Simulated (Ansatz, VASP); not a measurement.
# LiNbO3 in VASP and in Ansatz

```
Li Nb O
1.0
     2.72098    1.57096    4.52135
    -2.72098    1.57096    4.52135
     0.00000   -3.14191    4.52135
Li Nb O
2 2 6
Direct
  0.28159 0.28159 0.28159
  0.78159 0.78159 0.78159
  0.00049 0.00049 0.00049
  0.50049 0.50049 0.50049
  0.11046 0.35803 0.72110
  0.72110 0.11046 0.35803
  0.35803 0.72110 0.11046
  0.22110 0.85803 0.61046
  0.85803 0.61046 0.22110
  0.61046 0.22110 0.85803
```

Alike in both runs: task single point; functional PBE; k mesh 6 × 6 × 6; occupations gaussian, width 0.05 eV; no spin polarisation.

```csv
,VASP,Ansatz
version,VASP 6.6.1,Ansatz 0.2.0
potentials or method,"VASP PAW PBE potentials, release 64 (Li_sv, Nb_sv, O), cutoff 520 eV","scalar-relativistic, plane waves, PAW"
valence electrons in the cell,68,68
```

```csv
,VASP,Ansatz,Ansatz less VASP
gap on the k mesh at the Fermi level (eV),3.14,3.16,+0.014
least direct gap on the mesh (eV),3.22,3.23,+0.014
rms of the force components (eV/Å),0.451,0.452,+0.0010
```

Atom by atom the forces differ by 0.007 eV/Å (rms over components).

Noted on VASP's run: the cutoff is under 1.25 times that of the potentials, so the pressure is a little rough.
